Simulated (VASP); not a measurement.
# HRh8 in VASP: a series of runs, part 2 of 2

VASP 6.6.1. The steps go on from the part before.

### 4 Single point, PBE+D3(BJ)

The input, INCAR:

```
ALGO = Normal
DIPOL = 0.5 0.5 0.310
EDIFF = 1E-6
ENCUT = 520
GGA = PE
IDIPOL = 3
ISIF = 2
ISMEAR = 0
IVDW = 12
LASPH = T
LCHARG = T
LDIPOL = T
LELF = T
LREAL = F
LVACPOTAV = T
LVHAR = T
LWAVE = F
NBANDS = 70
NELM = 80
PREC = Accurate
SIGMA = 0.1
```

The input, KPOINTS:

```
k-points
0
Gamma
  5 7 1
```

The input, POSCAR:

```
HRh8
1.0
    5.3650160441      0.0000000000      0.0000000000
    0.0000000000      3.7936392259      0.0000000000
    0.0000000000      0.0000000000     21.2400770646
Rh H
8 1
Direct
    0.2500000000      0.5000000000      0.1883232338
    0.7500000000      0.5000000000      0.1883232338
    0.0000000000      0.0000000000      0.2514705570
    0.5000000000      0.0000000000      0.2514705570
    0.2500000000      0.5000000000      0.3153506346
    0.7500000000      0.5000000000      0.3153506346
    0.0000000000      0.0000000000      0.3738252475
    0.5000000000      0.0000000000      0.3738252475
    0.2500000000      0.1250000000      0.5291919154
```

Potentials or basis: VASP PAW PBE potentials, release 64 (Rh_pv, H).

Run with:

```
$ cat potpaw_PBE.64/Rh_pv/POTCAR potpaw_PBE.64/H/POTCAR > POTCAR
$ mpirun -np 1 vasp_std > vasp.out
```

OUTCAR:

```text
EDIFF = 1E-6
   ENCUT = 520
   GGA = PE
   ISIF = 2
   ISMEAR = 0
   IVDW = 12
   LASPH = T
   LREAL = F
   NELM = 80
   PREC = Accurate
 IVDW          = 12

 ion  position               nearest neighbor table
   1  0.250  0.500  0.188-   2 2.68   2 2.68   4 2.68   3 2.68   4 2.68   3 2.68   5 2.70
   2  0.750  0.500  0.188-   1 2.68   1 2.68   4 2.68   3 2.68   4 2.68   3 2.68   6 2.70
   3  0.000  0.000  0.251-   7 2.60   4 2.68   4 2.68   2 2.68   1 2.68   2 2.68   1 2.68   5 2.69
                             5 2.69   6 2.69   6 2.69
   4  0.500  0.000  0.251-   8 2.60   3 2.68   3 2.68   2 2.68   1 2.68   2 2.68   1 2.68   5 2.69
                             5 2.69   6 2.69   6 2.69
[... 1098 lines left out ...]
 VOLUME and BASIS-vectors are now :
 -----------------------------------------------------------------------------
  energy-cutoff  :      520.00
  volume of cell :      432.30
      direct lattice vectors                 reciprocal lattice vectors
     5.365016044  0.000000000  0.000000000     0.186392732  0.000000000  0.000000000
     0.000000000  3.793639226  0.000000000     0.000000000  0.263599130  0.000000000
     0.000000000  0.000000000 21.240077065     0.000000000  0.000000000  0.047080808

 POSITION                                       TOTAL-FORCE (eV/Angst)
 -----------------------------------------------------------------------------------
      1.34125      1.89682      4.00000         0.000000     -0.000213      0.610262
      4.02376      1.89682      4.00000         0.000000      0.011735      0.627287
      0.00000      0.00000      5.34125        -0.010391     -0.004067     -0.519872
      2.68251      0.00000      5.34125         0.010391     -0.004067     -0.519872
      1.34125      1.89682      6.69807         0.000000     -0.001500     -0.125411
      4.02376      1.89682      6.69807         0.000000      0.014717     -0.106723
      0.00000      0.00000      7.94008         0.181436      0.032040      0.365057
      2.68251      0.00000      7.94008        -0.181436      0.032040      0.365057
      1.34125      0.47420     11.24008         0.000000     -0.080684     -0.695786
 -----------------------------------------------------------------------------------
    total drift:                                0.000000      0.000020      0.000890

  FREE ENERGIE OF THE ION-ELECTRON SYSTEM (eV)
  ---------------------------------------------------
  free  energy   TOTEN  =       -55.3445399872 eV

  energy  without entropy=      -55.2391815602  energy(sigma->0) =      -55.29186077

 vacuum level on the upper side and lower side of the slab         5.446         3.614
```

OSZICAR:

```text
N       E                     dE             d eps       ncg     rms          rms(c)
DAV:   1     0.113263153471E+04    0.11326E+04   -0.74707E+04  2200   0.156E+03
DAV:   2    -0.148006333974E+02   -0.11474E+04   -0.11222E+04  1878   0.442E+02
DAV:   3    -0.549521307980E+02   -0.40151E+02   -0.37113E+02  2034   0.799E+01
[... 22 lines left out ...]
DAV:  26    -0.522496630631E+02   -0.50526E-04   -0.15245E-05  1370   0.897E-03    0.105E-02
DAV:  27    -0.522496982017E+02   -0.35139E-04   -0.53939E-06  1206   0.639E-03    0.838E-03
DAV:  28    -0.522497120296E+02   -0.13828E-04   -0.33895E-06  1126   0.306E-03    0.194E-03
DAV:  29    -0.522497179491E+02   -0.59196E-05   -0.43920E-07  1052   0.194E-03    0.110E-03
DAV:  30    -0.522497215238E+02   -0.35747E-05   -0.41322E-07  1088   0.128E-03    0.163E-03
DAV:  31    -0.522497221886E+02   -0.66478E-06   -0.70301E-08   948   0.624E-04
   1 F= -.55344540E+02 E0= -.55291861E+02  d E =-.105358E+00
```

stdout:

```text
POSCAR found type information on POSCAR RhH
 POSCAR found :  2 types and       9 ions
 scaLAPACK will be used
 LDA part: xc-table for (Slater+PW92), standard interpolation
 POSCAR, INCAR and KPOINTS ok, starting setup
 FFT: planning ... GRIDC
 FFT: planning ... GRID_SOFT
 FFT: planning ... GRID
 WAVECAR not read
 entering main loop
 -----------------------------------------------------------------------------
|                                                                             |
|           W    W    AA    RRRRR   N    N  II  N    N   GGGG   !!!           |
|           W    W   A  A   R    R  NN   N  II  NN   N  G    G  !!!           |
|           W    W  A    A  R    R  N N  N  II  N N  N  G       !!!           |
|           W WW W  AAAAAA  RRRRR   N  N N  II  N  N N  G  GGG   !            |
|           WW  WW  A    A  R   R   N   NN  II  N   NN  G    G                |
|           W    W  A    A  R    R  N    N  II  N    N   GGGG   !!!           |
|                                                                             |
|     Did not find any points to average over, which means that no vacuum     |
|     field-free region was found. Please increase the size of  your cell     |
|     in the dimension of the dipole correction to obtain accurate            |
|     workfunction values.                                                    |
|                                                                             |
 -----------------------------------------------------------------------------
```

Wall time 6.6 min (1 thread of Intel Xeon 6975P-C (Granite Rapids), shared host); peak memory 0.55 GiB.

What came out:

```
Free energy                : -55.3445 eV
Largest force              : 0.700 eV/Å
Dispersion energy per atom : -0.344 eV
```

Forces on the atoms (eV/Å):
```
Rh   0.000  0.000  0.610
Rh   0.000  0.012  0.627
Rh  -0.010 -0.004 -0.520
Rh   0.010 -0.004 -0.520
Rh   0.000 -0.002 -0.125
Rh   0.000  0.015 -0.107
Rh   0.181  0.032  0.365
Rh  -0.181  0.032  0.365
H    0.000 -0.081 -0.696
```

Levels at points of the mesh, in eV from the Fermi level:
| k point | band 55 | band 56 | band 57 | band 58 | band 59 | band 60 | band 61 | band 62 | band 63 | band 64 |
| --- | --- | --- | --- | --- | --- | --- | --- | --- | --- | --- |
| (0.00, 0.00, 0.00) | -0.37 | -0.35 | -0.07 | -0.02 | 0.00 | 0.07 | 0.17 | 0.30 | 0.33 | 0.40 |
